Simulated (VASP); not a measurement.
A run of VASP 6.6.1:

The input INCAR:

```
  PREC = Accurate
  ENCUT = 520
  EDIFF = 1E-6
  ISMEAR = -1
  SIGMA = 0.02
  LREAL = Auto
  LASPH = True
  NELM = 60
  ALGO = Normal
  ISIF = 2
  LWAVE = False
  LCHARG = False
  GGA = PE
  IVDW = 12
  NBANDS = 64
```

KPOINTS

```
Automatic mesh
0
Gamma
  1 1 1
```

POSCAR

```
H6C2O
1.0
    7.5290720000      0.0000000000      0.0000000000
    0.0000000000      7.5290720000      0.0000000000
    0.0000000000      0.0000000000      7.5290720000
C O H
8 4 24
Direct
    0.3207114222      0.5043039835      0.5509795701
    0.4535438284      0.5323983072      0.6989239056
    0.9087056200      0.5573134929      0.2926260916
    0.8056889934      0.7276227398      0.2640744517
   -0.0325437518      0.7824444705      0.7813226089
    0.1154649479      0.8320275999      0.9092899317
    0.6603922509      0.1165468086      0.2011053456
    0.5377116133      0.2719213872      0.1764905307
    0.5956851342      0.4069983108      0.6792833784
    0.6230104136      0.6846298201      0.2271887003
    0.0890480641      1.0115230491      0.9657537799
    0.3615281537      0.2036986588      0.1452213534
    0.6730909376      0.4211767196      0.7815183068
    0.5060889186      0.6696931839      0.6926978728
    0.3880359189      0.5156465632      0.8293254481
    0.2095682367      0.5971447709      0.5668362787
    0.3833787207      0.5307454892      0.4212830632
    0.2677709551      0.3680279325      0.5525598722
    0.5626524405      0.7970697664      0.2090287008
    0.8144192509      0.8115483023      0.3842712541
    0.8628497107      0.8052318662      0.1533889588
    1.0496574800      0.5907427432      0.3136354770
    0.8619107564      0.4857621524      0.4115773839
    0.8995845559      0.4679508417      0.1770777847
    0.1962748055      1.0528193664      1.0264696185
    0.1135451368      0.7407803792      1.0246624264
    0.2458413983      0.8170150940      0.8435588055
   -0.0221664173      0.6420243762      0.7428161841
   -0.1636397089      0.8029149838      0.8431316267
   -0.0258320743      0.8639186328      0.6601595242
    0.2796112006      0.3031884607      0.1456489036
    0.5383152154      0.3555859000      0.2963620519
    0.5796080760      0.3573145107      0.0651576891
    0.7969344115      0.1602654544      0.2273045128
    0.6168523709      0.0380367214      0.3162009372
    0.6630977134      0.0321515605      0.0820746713
```

Potentials or basis: VASP PAW PBE potentials, release 64 (C, O, H).

The run is started by

```bash
$ cat potpaw_PBE.64/C/POTCAR potpaw_PBE.64/O/POTCAR potpaw_PBE.64/H/POTCAR > POTCAR
$ mpirun -np 1 vasp_gam > vasp.out
```

Hardware: 1 thread of Intel(R) Xeon(R) Platinum 8488C (Sapphire Rapids), with other jobs on the host.

Problem. How long does it take, and how much memory?

Solution. Wall time 51 s on 1 thread of Intel(R) Xeon(R) Platinum 8488C (Sapphire Rapids), on a shared host, peak memory 0.38 GiB. Counts: scf iterations 17, k points 1.
